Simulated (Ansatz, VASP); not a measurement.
## Two plane-wave programs on HfO2

The input INCAR:

```
  PREC = Accurate
  ENCUT = 520
  EDIFF = 1E-7
  ISMEAR = 0
  SIGMA = 0.05
  LREAL = F
  LASPH = T
  NELM = 80
  ALGO = Normal
  ISIF = 2
  LWAVE = F
  LCHARG = F
  GGA = PE
  NBANDS = 18
```

Contents of KPOINTS:

```
regular mesh
0
Gamma
  8 8 8
```

POSCAR

```
HfO2
1.0
    0.0000000000      2.6295798708      2.4192134811
    2.6295798708      0.0000000000      2.4192134811
    2.6295798708      2.6295798708      0.0000000000
Hf O
1 2
Direct
    0.0000000000      0.0000000000      0.0000000000
    0.2500000000      0.2500000000      0.2500000000
    0.7500000000      0.7500000000      0.7500000000
```

Input for Ansatz:

```yaml
crystal:
  lattice:
    - [0.0, 2.6295798708, 2.4192134811]
    - [2.6295798708, 0.0, 2.4192134811]
    - [2.6295798708, 2.6295798708, 0.0]
  atoms:
    - { symbol: Hf, position: [0.0, 0.0, 0.0] }
    - { symbol: O, position: [0.25, 0.25, 0.25] }
    - { symbol: O, position: [0.75, 0.75, 0.75] }
basis:
  ecutwfc: 420
kpoints:
  mp_grid: { grid: [8, 8, 8] }
hamiltonian:
  xc: pbe
scf:
  occupations: { method: gaussian, width: 0.05 }
output:
  forces: true
  stress: true
  eigenvalues: true
```

Alike in both runs: task single point; functional PBE; k mesh 8 × 8 × 8; occupations gaussian, width 0.05 eV; no spin polarisation.

|  | VASP | Ansatz |
| --- | --- | --- |
| version | VASP 6.6.1 | Ansatz 0.2.0 |
| potentials or method | VASP PAW PBE potentials, release 64 (Hf_pv, O), cutoff 520 eV | scalar-relativistic, plane waves, PAW |
| valence electrons in the cell | 22 | 38 |

|  | VASP | Ansatz | Ansatz less VASP |
| --- | --- | --- | --- |
| gap on the k mesh at the Fermi level (eV) | 2.70 | 2.72 | +0.020 |
| least direct gap on the mesh (eV) | 2.97 | 2.98 | +0.007 |
| pressure (GPa) | -5.6 | -2.1 | +3.49 |
| traceless stress, the component that is largest in VASP (GPa) | 25.10 | 24.69 | -0.413 |

VASP's potentials hold 22 valence electrons a cell and Ansatz's 38, so a difference there can come from the potentials and not from the codes.

Neither program's run includes spin-orbit coupling.
